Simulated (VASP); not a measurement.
# In (C2/m) in VASP: notebook

In is run at these levels: BLYP; tasks: single point.

All numbers are computed with VASP 6.6.1; they aren't measurements. Logs are shortened: lines on timing, memory, paths and dates and some standing lists are left out, and cuts for length are marked.

**1. The cell of the first run**

Symmetry: C2/m, No. 12, monoclinic system. Conventional cell: a = 4.695 Å, b = 4.688 Å, c = 3.470 Å, α = 90.00°, β = 131.51°, γ = 90.00°. Within 4.4 Å of In (site symmetry 2/m) lie 12 In at 3.32 to 3.53 Å.

**2. Single point, BLYP (volume scaled by 0.92)**

The input, INCAR:

```
PREC = Accurate
ENCUT = 520
EDIFF = 1E-6
ISMEAR = -1
SIGMA = 0.1
LREAL = F
LASPH = T
NELM = 100
ALGO = Normal
ISIF = 2
LWAVE = F
LCHARG = F
GGA = B5
ALDAX = 1.0
AGGAX = 1.0
AGGAC = 1.0
ALDAC = 0.0
NBANDS = 12
```

The input, KPOINTS:

```
regular mesh
0
Gamma
  18 18 21
```

The input, POSCAR:

```
In
1.0
   -1.6409164441      1.6740294522      2.5992190335
    1.6740294522     -1.6409164441      2.5992190335
    1.6432698938      1.6432698938     -2.5774604528
In
1
Direct
    0.0000000000      0.0000000000      0.0000000000
```

Potentials or basis: VASP PAW PBE potentials, release 64 (In_d).

Command:

```console
$ cat potpaw_PBE.64/In_d/POTCAR > POTCAR
$ mpirun -np 1 vasp_std > vasp.out
```

OUTCAR:

```text
PREC = Accurate
   ENCUT = 520
   EDIFF = 1E-6
   ISMEAR = -1
   LREAL = F
   LASPH = T
   NELM = 100
   ISIF = 2
   GGA = B5

 ion  position               nearest neighbor table
   1  0.000  0.000  0.000-

  Warning from LATTYP: Got some problem with cell dimensions!
  Tried to take original basis but could not verify dimensions!
  LATTYP: Found a base centered monoclinic cell.
 ALAT       =     4.6948996913
 B/A-ratio  =     0.9985392135
 C/A-ratio  =     0.7391942701
 COS(beta)  =    -0.6627235241

  Lattice vectors:

 A1 = (  -0.0023534497,  -3.3172993460,  -0.0217585807)
 A2 = (  -3.3172993460,  -0.0023534497,  -0.0217585807)
 A3 = (   1.6432698938,   1.6432698938,  -2.5774604528)

Analysis of symmetry for initial positions (statically):
=====================================================================
 Subroutine PRICEL returns:
 Original cell was already a primitive cell.

 Routine SETGRP: Setting up the symmetry group for a
 base centered monoclinic supercell.

 Subroutine GETGRP returns: Found  4 space group operations
 (whereof  4 operations were pure point group operations)
 out of a pool of  4 trial point group operations.

The static configuration has the point symmetry C_2h.

Analysis of symmetry for dynamics (positions and initial velocities):
=====================================================================
 Subroutine PRICEL returns:
 Original cell was already a primitive cell.

 Routine SETGRP: Setting up the symmetry group for a
 base centered monoclinic supercell.

 Subroutine GETGRP returns: Found  4 space group operations
 (whereof  4 operations were pure point group operations)
 out of a pool of  4 trial point group operations.

The dynamic configuration has the point symmetry C_2h.

 Subroutine INISYM returns: Found  4 space group operations
 (whereof  4 operations are pure point group operations),
 and found     1 'primitive' translations

----------------------------------------------------------------------------------------

                                     Primitive cell

  volume of cell :      28.6006

  direct lattice vectors                    reciprocal lattice vectors
    -1.640916444  1.674029452  2.599219033    -0.001462245  0.300201803  0.190462562
     1.674029452 -1.640916444  2.599219033     0.300201803 -0.001462245  0.190462562
     1.643269894  1.643269894 -2.577460453     0.301261478  0.301261478 -0.003837950

  length of vectors
     3.500131564  3.500131564  3.470442951     0.355526720  0.355526720  0.426065355

  position of ions in fractional coordinates (direct lattice)
     0.000000000  0.000000000  0.000000000

  ion indices of the primitive-cell ions
   primitive index   ion index
                 1           1

----------------------------------------------------------------------------------------

 KPOINTS: regular mesh

Automatic generation of k-mesh.
 Grid dimensions read from file:
 generate k-points for:   18   18   21

 Generating k-lattice:

  Cartesian coordinates                     Fractional coordinates (reciprocal lattice)
    -0.000081236  0.016677878  0.010581253     0.055555556  0.000000000  0.000000000
     0.016677878 -0.000081236  0.010581253     0.000000000  0.055555556  0.000000000
     0.014345785  0.014345785 -0.000182760    -0.000000000 -0.000000000  0.047619048

  Length of vectors
     0.019751484  0.019751484  0.020288826

  Shift w.r.t. Gamma in fractional coordinates (k-lattice)
     0.000000000  0.000000000  0.000000000

 Subroutine IBZKPT returns following result:
 ===========================================

 Found   1801 irreducible k-points:

 Following reciprocal coordinates:
            Coordinates               Weight
  0.000000  0.000000  0.000000      1.000000
  0.055556  0.000000  0.000000      4.000000
  0.111111  0.000000  0.000000      4.000000
  0.166667 -0.000000  0.000000      4.000000
  0.222222  0.000000 -0.000000      4.000000
  0.277778  0.000000  0.000000      4.000000
[... 16 lines left out ...]
 -0.277778  0.055556 -0.000000      4.000000
 -0.222222  0.055556 -0.000000      4.000000
 [... further k-points ...]
   k-points           NKPTS =   1801   k-points in BZ     NKDIM =   1801   number of bands    NBANDS=     12
   number of dos      NEDOS =    301   number of ions     NIONS =      1
   total plane-waves  NPLWV =  21952
   dimension x,y,z NGX =    28 NGY =   28 NGZ =   28
   dimension x,y,z NGXF=    56 NGYF=   56 NGZF=   56
   ions per type =               1
   NGX,Y,Z   is equivalent  to a cutoff of  13.30, 13.30, 13.41 a.u.
   NGXF,Y,Z  is equivalent  to a cutoff of  26.60, 26.60, 26.83 a.u.
 SYSTEM =  unknown system
   PREC   = accura    normal or accurate (medium, high low for compatibility)
   ISTART =      0    job   : 0-new  1-cont  2-samecut
   ICHARG =      2    charge: 1-file 2-atom 10-const
   ISPIN  =      1    spin polarized calculation?
   LNONCOLLINEAR =      F non collinear calculations
   LSORBIT =      F    spin-orbit coupling
   LASPH  =      T    aspherical Exc in radial PAW
   ENCUT  =  520.0 eV  38.22 Ry    6.18 a.u.   6.51  6.51  6.45*2*pi/ulx,y,z
   NELM   =    100;   NELMIN=  2; NELMDL= -5     # of ELM steps
   EDIFF  = 0.1E-05   stopping-criterion for ELM
   LREAL  =      F    real-space projection
   EDIFFG = 0.1E-04   stopping-criterion for IOM
   NSW    =      0    number of steps for IOM
   IBRION =     -1    ionic relax: 0-MD 1-quasi-New 2-CG
   NFREE  =      0    steps in history (QN), initial steepest desc. (CG)
   ISIF   =      2    stress and relaxation
   ISYM   =      2    0-nonsym 1-usesym 2-fastsym
   POTIM  = 0.5000    time-step for ionic-motion
   TEBEG  =    0.0;   TEEND  =   0.0 temperature during run
   PSTRESS=    0.0 pullay stress
   NELECT =      13.0000    total number of electrons
   NUPDOWN=      -1.0000    fix difference up-down
   EMIN   =  10.00;   EMAX   =-10.00  energy-range for DOS
   EFERMI =   0.00;   METHOD = LEGACY
   ISMEAR =    -1;   SIGMA  =   0.10  broadening in eV -4-tet -1-fermi 0-gaus
   EFERMI_NEDOS =   21; number of points for ismear=-14 and -15
   IALGO  =     38    algorithm
   IMIX   =      4    mixing-type and parameters
     AMIX     =   0.40;   BMIX     =  1.00
     AMIX_MAG =   1.60;   BMIX_MAG =  1.00
  volume/ion in A,a.u.               =      28.60       193.01
  Fermi-wavevector in a.u.,A,eV,Ry     =   1.258725  2.378645 21.556901  1.584388
  Thomas-Fermi vector in A             =   2.392320
   LORBIT       =      0    0 simple, 1 ext, 2 COOP (PROOUT), +10 PAW based schemes
   GGA     = B5    functional components
   LHFCALC =     F    Hartree Fock is set to
   AEXX    =    0.0000 exact exchange contribution
   IVDW    =     0    specifies the selected vdW correction
   LEPSILON=     F    determine dielectric tensor
   LRPA    =     F    only Hartree local field effects (RPA)
 non-spin polarized calculation
  energy-cutoff  :      520.00
  volume of cell :       28.60
 maximum number of plane-waves:       786
 NGX is ok and might be reduce to    28
   NGX = 13   NGY = 13   NGZ = 13

 number of electron      12.9999999 magnetization

 Free energy of the ion-electron system (eV)
  ---------------------------------------------------
  ext. energy  EPLUGINS =         0.00000000
  ---------------------------------------------------
  free energy    TOTEN  =        -1.85338980 eV

  energy without entropy =       -1.83701785  energy(sigma->0) =       -1.84520383

 E-fermi :   7.0024     XC(G=0):  -9.2513

 val. band max:        7.0007478370   @ k =  -0.3333   0.2778   0.3810
 cond. band min:       7.0055809478   @ k =  -0.1667   0.3889   0.4286
 fundamental gap:      0.0048331109
 Fermi energy:         7.0023531666

 k-point     1 :       0.0000    0.0000    0.0000
  band No.  band energies     occupation
      1      -7.6804      2.00000
      2      -7.5607      2.00000
      3      -7.5589      2.00000
      4      -7.5280      2.00000
      5      -7.4080      2.00000
      6      -1.9402      2.00000
      7      16.3946      0.00000
      8      16.5323      0.00000
      9      16.7974      0.00000
     10      18.8042      0.00000
     11      20.1878      0.00000
     12      20.5804      0.00000

 k-point     2 :       0.0556    0.0000    0.0000
  band No.  band energies     occupation
      1      -7.6756      2.00000
      2      -7.5615      2.00000
      3      -7.5558      2.00000
      4      -7.5259      2.00000
      5      -7.4098      2.00000
      6      -1.8782      2.00000
      7      15.6869      0.00000
      8      16.4101      0.00000
      9      16.6550      0.00000
     10      18.5689      0.00000
     11      20.5009      0.00000
     12      20.7934      0.00000

 k-point     3 :       0.1111    0.0000    0.0000
  band No.  band energies     occupation
      1      -7.6634      2.00000
      2      -7.5664      2.00000
      3      -7.5463      2.00000
      4      -7.5175      2.00000
      5      -7.4145      2.00000
      6      -1.6913      2.00000
      7      14.1207      0.00000
      8      16.1282      0.00000
      9      16.3910      0.00000
     10      18.3950      0.00000
     11      20.1783      0.00000
     12      21.0532      0.00000
[... 286 lines left out ...]
 k-point    23 :      -0.2778    0.0556   -0.0000
  band No.  band energies     occupation
      1      -7.6206      2.00000
      2      -7.6033      2.00000
      3      -7.5232      2.00000
      4      -7.4450      2.00000
      5      -7.4138      2.00000
      6      -0.4825      2.00000
      7       9.5129      0.00000
      8      14.3354      0.00000
      9      15.8505      0.00000
     10      18.3081      0.00000
     11      19.4117      0.00000
     12      20.5204      0.00000

 k-point    24 :      -0.2222    0.0556   -0.0000
  band No.  band energies     occupation
      1      -7.6252      2.00000
      2      -7.5907      2.00000
      3      -7.5264      2.00000
      4      -7.4749      2.00000
      5      -7.4274      2.00000
      6      -1.0159      2.00000
      7      11.1803      0.00000
      8      14.7878      0.00000
      9      16.0356      0.00000
     10      18.3120      0.00000
     11      19.9145      0.00000
     12      20.8693      0.00000

 [... further k-points ...]

------------------------ aborting loop because EDIFF is reached ----------------------------------------

  FORCE on cell =-STRESS in cart. coord.  units (eV):
  Direction    XX          YY          ZZ          XY          YZ          ZX
  --------------------------------------------------------------------------------------
  -------------------------------------------------------------------------------------
  Total        0.4219578      0.4219578      0.3952596     -0.0042057     -0.0059116     -0.0059116
  in kB       23.6376252     23.6376252     22.1420240     -0.2355972     -0.3311603     -0.3311618
  external PRESSURE =      23.1390915 kB  Pullay stress =       0.0000000 kB

 VOLUME and BASIS-vectors are now :
 -----------------------------------------------------------------------------
  energy-cutoff  :      520.00
  volume of cell :       28.60
      direct lattice vectors                 reciprocal lattice vectors
    -1.640916444  1.674029452  2.599219033    -0.001462245  0.300201803  0.190462562
     1.674029452 -1.640916444  2.599219033     0.300201803 -0.001462245  0.190462562
     1.643269894  1.643269894 -2.577460453     0.301261478  0.301261478 -0.003837950

 POSITION                                       TOTAL-FORCE (eV/Angst)
 -----------------------------------------------------------------------------------
      0.00000      0.00000      0.00000        -0.000000      0.000000      0.000000
 -----------------------------------------------------------------------------------
    total drift:                               -0.000000     -0.000000     -0.000000

  FREE ENERGIE OF THE ION-ELECTRON SYSTEM (eV)
  ---------------------------------------------------
  free  energy   TOTEN  =        -1.8533898001 eV

  energy  without entropy=       -1.8370178514  energy(sigma->0) =       -1.84520383
```

It took 7.5 min on 1 thread of Intel Xeon Platinum 8259CL at 2.50GHz (Skylake/Cascade Lake), shared host; peak memory 0.66 GiB.

What came out:

| Property | Result |
| --- | --- |
| Free energy | -1.8534 eV |
| Pressure | 2.3 GPa |

Stress tensor (GPa, compression positive):
```
 2.36 -0.02 -0.03
-0.02  2.36 -0.03
-0.03 -0.03  2.21
```

Caveat: the PAW data sets were made with another functional, which shifts forces and pressure a little; spin-orbit coupling is left out, which moves the levels of the heavy elements.

**3. Single point, BLYP (volume scaled by 0.96)**

The input, INCAR:

```
PREC     = Accurate       # precision mode
ENCUT    = 520            # plane-wave cutoff, eV
EDIFF    = 1E-6           # SCF threshold, eV
ISMEAR   = -1             # smearing method
SIGMA    = 0.1            # smearing width, eV
LREAL    = False          # projectors in reciprocal space
LASPH    = True           # aspherical terms in the spheres
NELM     = 80             # most SCF steps
ALGO     = Normal         # electronic algorithm
ISIF     = 2              # what is computed and relaxed
LWAVE    = False          # write WAVECAR
LCHARG   = True           # write CHGCAR
GGA      = B5             # functional
ALDAX    = 1.0          
AGGAX    = 1.0          
AGGAC    = 1.0          
ALDAC    = 0.0          
LELF     = True           # ELF
LVHAR    = True         
NBANDS   = 12             # bands
```

The input, KPOINTS:

```
Automatic mesh
0
Gamma
  18 18 21
```

The input, POSCAR:

```
In
1.0
   -1.6643612751      1.6979473901      2.6363557514
    1.6979473901     -1.6643612751      2.6363557514
    1.6667483500      1.6667483500     -2.6142862917
In
1
Direct
    0.0000000000      0.0000000000      0.0000000000
```

Potentials or basis: VASP PAW PBE potentials, release 64 (In_d).

Command:

```console
$ cat potpaw_PBE.64/In_d/POTCAR > POTCAR
$ mpirun -np 1 vasp_std > vasp.out
```

Wall time 3.7 min (1 thread of Intel Xeon 6975P-C (Granite Rapids), shared host); peak memory 0.67 GiB.

Results (log left out):

```yaml
Free_energy: -1.8669 eV
Pressure: 1.0 GPa
```

Stress tensor (GPa, compression positive):
```
 1.03 -0.03 -0.02
-0.03  1.03 -0.02
-0.02 -0.02  0.92
```

Levels at points of the mesh, in eV from the Fermi level:
| k point | band 3 | band 4 | band 5 | band 6 | band 7 | band 8 | band 9 | band 10 |
| --- | --- | --- | --- | --- | --- | --- | --- | --- |
| (0.00, 0.00, 0.00) | -14.53 | -14.50 | -14.39 | -8.68 | 9.02 | 9.17 | 9.40 | 11.70 |
| (0.50, 0.00, 0.00) | -14.52 | -14.36 | -14.32 | -4.42 | -2.72 | 6.44 | 8.33 | 10.46 |
| (0.50, 0.50, 0.00) | -14.35 | -14.35 | -14.25 | -1.97 | -1.43 | 2.95 | 3.73 | 6.55 |

Caveat: the PAW data sets were made with another functional, which shifts forces and pressure a little; spin-orbit coupling is left out, which moves the levels of the heavy elements.
